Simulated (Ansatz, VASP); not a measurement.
Si7Ge: VASP beside Ansatz

Contents of INCAR:

```
SYSTEM = Si7Ge
PREC = Accurate
ENCUT = 520
EDIFF = 1E-6
ISMEAR = 0
SIGMA = 0.03
LREAL = .False.
LASPH = .True.
NELM = 100
ALGO = Normal
ISIF = 2
LWAVE = .False.
LCHARG = .False.
GGA = PS
NBANDS = 31
```

The input KPOINTS:

```
regular mesh
0
Gamma
  6 6 6
  0 0 0
```

POSCAR

```
Si7Ge
1.0
    5.4591768100      0.0000000000      0.0000000000
    0.0000000000      5.4591768100      0.0000000000
    0.0000000000      0.0000000000      5.7321356505
Si Ge
7 1
Direct
    0.2525976818      0.2525976818      0.2525976818
    0.0000000000      0.5000000000      0.5000000000
    0.5000000000      0.5000000000      0.0000000000
    0.5000000000      0.0000000000      0.5000000000
    0.7474023182      0.2525976818      0.7474023182
    0.7474023182      0.7474023182      0.2525976818
    0.2525976818      0.7474023182      0.7474023182
    0.0000000000      0.0000000000      0.0000000000
```

Input for Ansatz:

```yaml
crystal:
  lattice:
    - [5.45917681, 0.0, 0.0]
    - [0.0, 5.45917681, 0.0]
    - [0.0, 0.0, 5.7321356505]
  atoms:
    - { symbol: Si, position: [0.2525976818, 0.2525976818, 0.2525976818] }
    - { symbol: Si, position: [0.0, 0.5, 0.5] }
    - { symbol: Si, position: [0.5, 0.5, 0.0] }
    - { symbol: Si, position: [0.5, 0.0, 0.5] }
    - { symbol: Si, position: [0.7474023182, 0.2525976818, 0.7474023182] }
    - { symbol: Si, position: [0.7474023182, 0.7474023182, 0.2525976818] }
    - { symbol: Si, position: [0.2525976818, 0.7474023182, 0.7474023182] }
    - { symbol: Ge, position: [0.0, 0.0, 0.0] }
basis:
  ecutwfc: 420
kpoints:
  mp_grid: { grid: [6, 6, 6] }
hamiltonian:
  xc: pbesol
scf:
  occupations: { method: gaussian, width: 0.03 }
output:
  forces: true
  stress: true
  eigenvalues: true
```

Change from the starting cell: strain +0.000 along x and y, +0.050 along z, atoms carried along.

Alike in both runs: task single point; functional PBEsol; k mesh 6 × 6 × 6; occupations gaussian, width 0.03 eV; no spin polarisation.

|  | VASP | Ansatz |
| --- | --- | --- |
| version | VASP 6.6.1 | Ansatz 0.2.0 |
| potentials or method | VASP PAW PBE potentials, release 64 (Si, Ge_d), cutoff 520 eV | scalar-relativistic, plane waves, PAW |
| valence electrons in the cell | 42 | 42 |

Ansatz gave:

| Property | Result |
| --- | --- |
| gap on the k mesh at the Fermi level (eV) | 0.21 |
| least direct gap on the mesh (eV) | 0.21 |
| pressure (GPa) | -4.0 |
| traceless stress, the component that is largest in VASP (GPa) | -3.19 |
| rms of the force components (eV/Å) | 0.006 |

**Question.** What did VASP give for the same quantities?

**Answer.** gap on the k mesh at the Fermi level (eV): 0.20; least direct gap on the mesh (eV): 0.20; pressure (GPa): -4.0; traceless stress, the component that is largest in VASP (GPa): -3.19; rms of the force components (eV/Å): 0.005.

VASP's potentials were made for PBE, not for PBEsol. Atom by atom the forces differ by 0.003 eV/Å (rms over components).
